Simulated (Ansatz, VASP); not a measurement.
**One calculation of ZnSe, two programs**

Contents of POSCAR:

```
ZnSe
1.0
    0.0000000000      2.8324246793      2.8324246793
    2.8324246793      0.0000000000      2.8324246793
    2.8324246793      2.8324246793      0.0000000000
Zn Se
1 1
Direct
    0.0000000000      0.0000000000      0.0000000000
    0.2500000000      0.2500000000      0.2500000000
```

The input INCAR.step1:

```
SYSTEM = ZnSe
ALGO     = Normal         ! electronic algorithm
EDIFF    = 1E-4           ! SCF threshold, eV
ENCUT    = 520            ! plane-wave cutoff, eV
GGA      = PE             ! functional
ISMEAR   = 0              ! smearing method
LASPH    = .True.         ! aspherical terms in the spheres
LCHARG   = .False.        ! write CHGCAR
LREAL    = .False.        ! projectors in reciprocal space
LWAVE    = .True.         ! write WAVECAR
NBANDS   = 16             ! bands
NELM     = 100            ! most SCF steps
PREC     = Accurate       ! precision mode
SIGMA    = 0.01           ! smearing width, eV
```

File INCAR.step2:

```
SYSTEM = ZnSe
ALGO     = Normal         ! electronic algorithm
EDIFF    = 1E-6           ! SCF threshold, eV
ENCUT    = 520            ! plane-wave cutoff, eV
ISIF     = 2              ! what is computed and relaxed
ISMEAR   = 0              ! smearing method
ISTART   = 1            
LASPH    = .True.         ! aspherical terms in the spheres
LCHARG   = .False.        ! write CHGCAR
LMIXTAU  = .True.       
LREAL    = .False.        ! projectors in reciprocal space
LWAVE    = .False.        ! write WAVECAR
METAGGA  = R2SCAN         ! meta-GGA
NBANDS   = 16             ! bands
NELM     = 100            ! most SCF steps
PREC     = Accurate       ! precision mode
SIGMA    = 0.01           ! smearing width, eV
```

File KPOINTS:

```
k-points
0
Gamma
  6 6 6
  0 0 0
```

Input for Ansatz:

```yaml
crystal:
  lattice:
    - [0.0, 2.8324246793, 2.8324246793]
    - [2.8324246793, 0.0, 2.8324246793]
    - [2.8324246793, 2.8324246793, 0.0]
  atoms:
    - { symbol: Zn, position: [0.0, 0.0, 0.0] }
    - { symbol: Se, position: [0.25, 0.25, 0.25] }
kpoints:
  mp_grid: { grid: [6, 6, 6] }
hamiltonian:
  xc: r2scan
scf:
  occupations: { method: fixed }
  n_extra_bands: 4
output:
  forces: true
  stress: true
  eigenvalues: true
```

Alike in both runs: task single point; functional r2SCAN; k mesh 6 × 6 × 6; no spin polarisation.

|  | VASP | Ansatz |
| --- | --- | --- |
| version | VASP 6.6.1 | Ansatz 0.2.0 |
| potentials or method | VASP PAW PBE potentials, release 64 (Zn, Se) | plane waves, PAW |
| plane-wave cutoff (eV) | 520 | 500 |
| occupations | gaussian, width 0.01 eV | fixed |
| valence electrons in the cell | 18 | 28 |

Ansatz gave:

```
gap on the k mesh at the Fermi level (eV) : 1.87
pressure (GPa)                            : 0.0
```

**Question.** Which values does VASP return?

**Answer.** gap on the k mesh at the Fermi level (eV): 1.87; pressure (GPa): 0.1.

VASP's potentials were made for PBE, not for r2SCAN. VASP's potentials hold 18 valence electrons a cell and Ansatz's 28, so a difference there can come from the potentials and not from the codes.
